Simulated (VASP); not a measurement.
# C (Fd-3m) in VASP: further runs

Aim: see how the results for C move with the level of theory and the settings. Levels: BLYP+D3(BJ), revPBE+D4, RPBE+D4, PBE. Tasks: single point, relaxation of cell and atoms.

Everything below comes from runs of VASP 6.6.1. Logs are shortened: lines on timing, memory, paths and dates and some standing lists are left out, and cuts for length are marked.

## (1) The cell of the first run

The structure is cubic, space group Fd-3m (No. 227). Conventional cell: a = 3.570 Å, b = 3.570 Å, c = 3.570 Å, α = 90.00°, β = 90.00°, γ = 90.00°. Within 2.1 Å of C (site symmetry -43m) lie 4 C at 1.55 Å.

## (2) Single point, BLYP+D3(BJ)

File INCAR:

```
SYSTEM = C
PREC = Accurate ; ENCUT = 520
EDIFF = 1E-6 ; ISMEAR = -1
SIGMA = 0.05 ; LREAL = .FALSE.
LASPH = .TRUE. ; NELM = 100
ALGO = Normal ; ISIF = 2
LWAVE = .FALSE. ; LCHARG = .FALSE.
GGA = B5 ; ALDAX = 1.0
AGGAX = 1.0 ; AGGAC = 1.0
ALDAC = 0.0 ; IVDW = 12
VDW_S6 = 1.0 ; VDW_S8 = 2.6996
VDW_A1 = 0.4298 ; VDW_A2 = 4.2359
NBANDS = 11
```

File KPOINTS:

```
Automatic mesh
0
G
  13 13 13
  0 0 0
```

File POSCAR:

```
C
1.0
    0.0000000000      1.7847518290      1.7847518290
    1.7847518290      0.0000000000      1.7847518290
    1.7847518290      1.7847518290      0.0000000000
C
2
Direct
    0.7500000000      0.7500000000      0.7500000000
    0.5000000000      0.5000000000      0.5000000000
```

Potentials or basis: VASP PAW PBE potentials, release 64 (C).

Launch:

```console
cat potpaw_PBE.64/C/POTCAR > POTCAR
mpirun -np 1 vasp_std > vasp.out
```

OUTCAR:

```text
SYSTEM = C
   PREC = Accurate
   ENCUT = 520
   EDIFF = 1E-6
   ISMEAR = -1
   LREAL = .FALSE.
   LASPH = .TRUE.
   NELM = 100
   ISIF = 2
   GGA = B5
   IVDW = 12
 IVDW          = 12

 ion  position               nearest neighbor table
   1  0.750  0.750  0.750-   2 1.55   2 1.55   2 1.55   2 1.55
   2  0.500  0.500  0.500-   1 1.55   1 1.55   1 1.55   1 1.55

  LATTYP: Found a face centered cubic cell.
 ALAT       =     3.5695036580

  Lattice vectors:

 A1 = (   0.0000000000,   1.7847518290,   1.7847518290)
 A2 = (   1.7847518290,   0.0000000000,   1.7847518290)
 A3 = (   1.7847518290,   1.7847518290,   0.0000000000)

Analysis of symmetry for initial positions (statically):
=====================================================================
 Subroutine PRICEL returns:
 Original cell was already a primitive cell.

 Routine SETGRP: Setting up the symmetry group for a
 face centered cubic supercell.

 Subroutine GETGRP returns: Found 48 space group operations
 (whereof 24 operations were pure point group operations)
 out of a pool of 48 trial point group operations.

The static configuration has the point symmetry T_d .
 The point group associated with its full space group is O_h .

Analysis of symmetry for dynamics (positions and initial velocities):
=====================================================================
 Subroutine PRICEL returns:
 Original cell was already a primitive cell.

 Routine SETGRP: Setting up the symmetry group for a
 face centered cubic supercell.

 Subroutine GETGRP returns: Found 48 space group operations
 (whereof 24 operations were pure point group operations)
 out of a pool of 48 trial point group operations.

The dynamic configuration has the point symmetry T_d .
 The point group associated with its full space group is O_h .

 Subroutine INISYM returns: Found 48 space group operations
 (whereof 24 operations are pure point group operations),
 and found     1 'primitive' translations

----------------------------------------------------------------------------------------

                                     Primitive cell

  volume of cell :      11.3701

  direct lattice vectors                    reciprocal lattice vectors
     0.000000000  1.784751829  1.784751829    -0.280150995  0.280150995  0.280150995
     1.784751829  0.000000000  1.784751829     0.280150995 -0.280150995  0.280150995
     1.784751829  1.784751829  0.000000000     0.280150995  0.280150995 -0.280150995

  length of vectors
     2.524020242  2.524020242  2.524020242     0.485235756  0.485235756  0.485235756

  position of ions in fractional coordinates (direct lattice)
     0.750000000  0.750000000  0.750000000
     0.500000000  0.500000000  0.500000000

  ion indices of the primitive-cell ions
   primitive index   ion index
                 1           1
                 2           2

----------------------------------------------------------------------------------------

 KPOINTS: Automatic mesh

Automatic generation of k-mesh.
 Grid dimensions read from file:
 generate k-points for:   13   13   13

 Generating k-lattice:

  Cartesian coordinates                     Fractional coordinates (reciprocal lattice)
    -0.021550077  0.021550077  0.021550077     0.076923077  0.000000000  0.000000000
     0.021550077 -0.021550077  0.021550077     0.000000000  0.076923077  0.000000000
     0.021550077  0.021550077 -0.021550077     0.000000000  0.000000000  0.076923077

  Length of vectors
     0.037325827  0.037325827  0.037325827

  Shift w.r.t. Gamma in fractional coordinates (k-lattice)
     0.000000000  0.000000000  0.000000000

 Subroutine IBZKPT returns following result:
 ===========================================

 Found     84 irreducible k-points:

 Following reciprocal coordinates:
            Coordinates               Weight
  0.000000  0.000000  0.000000      1.000000
  0.076923  0.000000  0.000000      8.000000
  0.153846  0.000000  0.000000      8.000000
  0.230769  0.000000  0.000000      8.000000
  0.307692  0.000000  0.000000      8.000000
  0.384615  0.000000  0.000000      8.000000
[... 16 lines left out ...]
  0.384615  0.153846  0.000000     24.000000
  0.461538  0.153846  0.000000     24.000000
 [... further k-points ...]
   k-points           NKPTS =     84   k-points in BZ     NKDIM =     84   number of bands    NBANDS=     11
   number of dos      NEDOS =    301   number of ions     NIONS =      2
   total plane-waves  NPLWV =   8000
   dimension x,y,z NGX =    20 NGY =   20 NGZ =   20
   dimension x,y,z NGXF=    40 NGYF=   40 NGZF=   40
   ions per type =               2
   NGX,Y,Z   is equivalent  to a cutoff of  13.17, 13.17, 13.17 a.u.
   NGXF,Y,Z  is equivalent  to a cutoff of  26.35, 26.35, 26.35 a.u.
 SYSTEM =  C
   PREC   = accura    normal or accurate (medium, high low for compatibility)
   ISTART =      0    job   : 0-new  1-cont  2-samecut
   ICHARG =      2    charge: 1-file 2-atom 10-const
   ISPIN  =      1    spin polarized calculation?
   LNONCOLLINEAR =      F non collinear calculations
   LSORBIT =      F    spin-orbit coupling
   LASPH  =      T    aspherical Exc in radial PAW
   ENCUT  =  520.0 eV  38.22 Ry    6.18 a.u.   4.69  4.69  4.69*2*pi/ulx,y,z
   NELM   =    100;   NELMIN=  2; NELMDL= -5     # of ELM steps
   EDIFF  = 0.1E-05   stopping-criterion for ELM
   LREAL  =      F    real-space projection
   EDIFFG = 0.1E-04   stopping-criterion for IOM
   NSW    =      0    number of steps for IOM
   IBRION =     -1    ionic relax: 0-MD 1-quasi-New 2-CG
   NFREE  =      0    steps in history (QN), initial steepest desc. (CG)
   ISIF   =      2    stress and relaxation
   ISYM   =      2    0-nonsym 1-usesym 2-fastsym
   POTIM  = 0.5000    time-step for ionic-motion
   TEBEG  =    0.0;   TEEND  =   0.0 temperature during run
   PSTRESS=    0.0 pullay stress
   NELECT =       8.0000    total number of electrons
   NUPDOWN=      -1.0000    fix difference up-down
   EMIN   =  10.00;   EMAX   =-10.00  energy-range for DOS
   EFERMI =   0.00;   METHOD = LEGACY
   ISMEAR =    -1;   SIGMA  =   0.05  broadening in eV -4-tet -1-fermi 0-gaus
   EFERMI_NEDOS =   21; number of points for ismear=-14 and -15
   IALGO  =     38    algorithm
   IMIX   =      4    mixing-type and parameters
     AMIX     =   0.40;   BMIX     =  1.00
     AMIX_MAG =   1.60;   BMIX_MAG =  1.00
  volume/ion in A,a.u.               =       5.69        38.36
  Fermi-wavevector in a.u.,A,eV,Ry     =   1.456075  2.751582 28.846440  2.120154
  Thomas-Fermi vector in A             =   2.573035
   LORBIT       =      0    0 simple, 1 ext, 2 COOP (PROOUT), +10 PAW based schemes
   GGA     = B5    functional components
   LHFCALC =     F    Hartree Fock is set to
   AEXX    =    0.0000 exact exchange contribution
   IVDW    =    12    specifies the selected vdW correction
   LEPSILON=     F    determine dielectric tensor
   LRPA    =     F    only Hartree local field effects (RPA)
 non-spin polarized calculation
  energy-cutoff  :      520.00
  volume of cell :       11.37
 maximum number of plane-waves:       331
   NGX =  9   NGY =  9   NGZ =  9

 number of electron       7.9999999 magnetization

 Free energy of the ion-electron system (eV)
  ---------------------------------------------------
  ext. energy  EPLUGINS =         0.00000000
  ---------------------------------------------------
  free energy    TOTEN  =       -16.72002843 eV

  energy without entropy =      -16.72002842  energy(sigma->0) =      -16.72002842

 E-fermi :  10.8858     XC(G=0): -12.5336

 val. band max:        9.9801412906   @ k =   0.0000   0.0000   0.0000
 cond. band min:      14.4448048569   @ k =   0.3846   0.3846   0.0000
 fundamental gap:      4.4646635663
 Fermi energy:        10.8858206390

 k-point     1 :       0.0000    0.0000    0.0000
  band No.  band energies     occupation
      1     -11.1806      2.00000
      2       9.9801      2.00000
      3       9.9801      2.00000
      4       9.9801      2.00000
      5      15.7164      0.00000
      6      15.7164      0.00000
      7      15.7164      0.00000
      8      23.3648      0.00000
      9      29.7591      0.00000
     10      36.8790      0.00000
     11      36.8790      0.00000

 k-point     2 :       0.0769    0.0000    0.0000
  band No.  band energies     occupation
      1     -11.0182      2.00000
      2       8.9556      2.00000
      3       9.7124      2.00000
      4       9.7124      2.00000
      5      16.0696      0.00000
      6      16.0696      0.00000
      7      16.3234      0.00000
      8      23.5031      0.00000
      9      30.0173      0.00000
     10      34.9877      0.00000
     11      34.9877      0.00000

 k-point     3 :       0.1538    0.0000    0.0000
  band No.  band energies     occupation
      1     -10.5329      2.00000
      2       6.7474      2.00000
      3       9.1024      2.00000
      4       9.1024      2.00000
      5      16.8788      0.00000
      6      16.8788      0.00000
      7      17.3384      0.00000
      8      23.9086      0.00000
      9      30.5901      0.00000
     10      33.4145      0.00000
     11      33.4145      0.00000
[... 267 lines left out ...]
 k-point    23 :       0.3846    0.1538    0.0000
  band No.  band energies     occupation
      1      -7.6419      2.00000
      2       1.1788      2.00000
      3       6.2154      2.00000
      4       6.3356      2.00000
      5      16.8540      0.00000
      6      20.7639      0.00000
      7      20.7773      0.00000
      8      22.8774      0.00000
      9      31.4387      0.00000
     10      32.0798      0.00000
     11      37.2930      0.00000

 k-point    24 :       0.4615    0.1538    0.0000
  band No.  band energies     occupation
      1      -6.2294      2.00000
      2      -1.0224      2.00000
      3       5.6557      2.00000
      4       6.1725      2.00000
      5      17.3109      0.00000
      6      20.6631      0.00000
      7      20.9601      0.00000
      8      24.0767      0.00000
      9      30.8225      0.00000
     10      33.3606      0.00000
     11      37.3315      0.00000

 [... further k-points ...]

------------------------ aborting loop because EDIFF is reached ----------------------------------------

 Edisp (eV)   -0.73619

 E8    (eV) :    -0.4389

  FORCE on cell =-STRESS in cart. coord.  units (eV):
  Direction    XX          YY          ZZ          XY          YZ          ZX
  --------------------------------------------------------------------------------------
  -------------------------------------------------------------------------------------
  Total       0.03577     0.03577     0.03577     0.00000     0.00000    -0.00000
  in kB       5.04058     5.04058     5.04058     0.00000     0.00000    -0.00000
  external pressure =        5.04 kB  Pullay stress =        0.00 kB

 VOLUME and BASIS-vectors are now :
 -----------------------------------------------------------------------------
  energy-cutoff  :      520.00
  volume of cell :       11.37
      direct lattice vectors                 reciprocal lattice vectors
     0.000000000  1.784751829  1.784751829    -0.280150995  0.280150995  0.280150995
     1.784751829  0.000000000  1.784751829     0.280150995 -0.280150995  0.280150995
     1.784751829  1.784751829  0.000000000     0.280150995  0.280150995 -0.280150995

 POSITION                                       TOTAL-FORCE (eV/Angst)
 -----------------------------------------------------------------------------------
      2.67713      2.67713      2.67713        -0.000000     -0.000000     -0.000000
      1.78475      1.78475      1.78475         0.000000      0.000000      0.000000
 -----------------------------------------------------------------------------------
    total drift:                                0.000000     -0.000000      0.000000

  FREE ENERGIE OF THE ION-ELECTRON SYSTEM (eV)
  ---------------------------------------------------
  free  energy   TOTEN  =       -17.4562189331 eV

  energy  without entropy=      -17.4562189331  energy(sigma->0) =      -17.45621893
```

It took 24 s on 1 thread of AMD EPYC 7R13, shared host; peak memory 0.1 GiB.

Results:

```
Free energy                : -17.4562 eV
Pressure                   : 0.5 GPa
Band gap on the k mesh     : 4.46 eV, indirect (least direct gap 5.74 eV)
Dispersion energy per atom : -0.368 eV
```

Caveat: the PAW data sets were made with another functional, which shifts forces and pressure a little.

(Part 1 of 3 ends here.)
